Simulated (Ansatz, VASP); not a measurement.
Mo in VASP and in Ansatz

Contents of INCAR:

```
SYSTEM = Mo
ALGO = Fast ; EDIFF = 1E-7
ENCUT = 520 ; GGA = PE
ISIF = 2 ; ISMEAR = 0
LASPH = .True. ; LCHARG = .True.
LELF = .True. ; LREAL = .False.
LVHAR = .True. ; LWAVE = .False.
NBANDS = 13 ; NELM = 100
PREC = Accurate ; SIGMA = 0.15
```

The input KPOINTS:

```
k-points
0
Gamma
  22 22 22
  0 0 0
```

File POSCAR:

```
Mo
1.0
    0.0000000000      2.0426061702      1.9609019234
    2.0426061702      0.0000000000      1.9609019234
    2.0426061702      2.0426061702      0.0000000000
Mo
1
Direct
    0.0000000000      0.0000000000      0.0000000000
```

Input for Ansatz:

```yaml
crystal:
  lattice:
    - [0.0, 2.0426061702, 1.9609019234]
    - [2.0426061702, 0.0, 1.9609019234]
    - [2.0426061702, 2.0426061702, 0.0]
  atoms:
    - { symbol: Mo, position: [0.0, 0.0, 0.0] }
basis:
  ecutwfc: 420
kpoints:
  mp_grid: { grid: [22, 22, 22] }
hamiltonian:
  xc: pbe
scf:
  occupations: { method: gaussian, width: 0.15 }
output:
  forces: true
  stress: true
  eigenvalues: true
```

Alike in both runs: task single point; functional PBE; k mesh 22 × 22 × 22; occupations gaussian, width 0.15 eV; no spin polarisation.

|  | VASP | Ansatz |
| --- | --- | --- |
| version | VASP 6.6.1 | Ansatz 0.2.0 |
| potentials or method | VASP PAW PBE potentials, release 64 (Mo_sv), cutoff 520 eV | scalar-relativistic, plane waves, PAW |
| valence electrons in the cell | 14 | 14 |

```csv
,VASP,Ansatz,Ansatz less VASP
gap on the k mesh at the Fermi level (eV),none,none,-
pressure (GPa),-4.3,-4.7,-0.43
"traceless stress, the component that is largest in VASP (GPa)",-5.62,-5.63,-0.014
```

A gap of «none» marks a metal or a gap that the smearing closes. The functional is the same, so the differences come from potentials, cutoffs and numerics.
